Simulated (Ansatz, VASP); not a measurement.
# Ge3Pd: VASP beside Ansatz

```
CELL_PARAMETERS angstrom
4.14594 0.00000 0.00000
0.00000 4.14594 0.00000
0.00000 0.00000 4.14594
ATOMIC_POSITIONS crystal
Ge 0.00000 0.50000 0.50000
Ge 0.50000 0.00000 0.50000
Ge 0.50000 0.50000 0.00000
Pd 0.00000 0.00000 0.00000
```

Alike in both runs: functional PBE; k mesh 12 × 12 × 12; occupations gaussian, width 0.1 eV; no spin polarisation.

Ansatz relaxed the structure, and its values are those at the end. VASP's run is a single point on that final structure, the one shown.

|  | VASP | Ansatz |
| --- | --- | --- |
| version | VASP 6.6.1 | Ansatz 0.2.0 |
| potentials or method | VASP PAW PBE potentials, release 64 (Ge_d, Pd), cutoff 520 eV | scalar-relativistic, plane waves, PAW |
| valence electrons in the cell | 52 | 60 |

|  | VASP | Ansatz | Ansatz less VASP |
| --- | --- | --- | --- |
| gap on the k mesh at the Fermi level (eV) | none | none | - |
| pressure (GPa) | 0.0 | 0.0 | -0.01 |

A gap of «none» marks a metal or a gap that the smearing closes. With one functional, cell and mesh, what is left measures potentials, basis and numerics. VASP's potentials hold 52 valence electrons a cell and Ansatz's 60, so a difference there can come from the potentials and not from the codes.
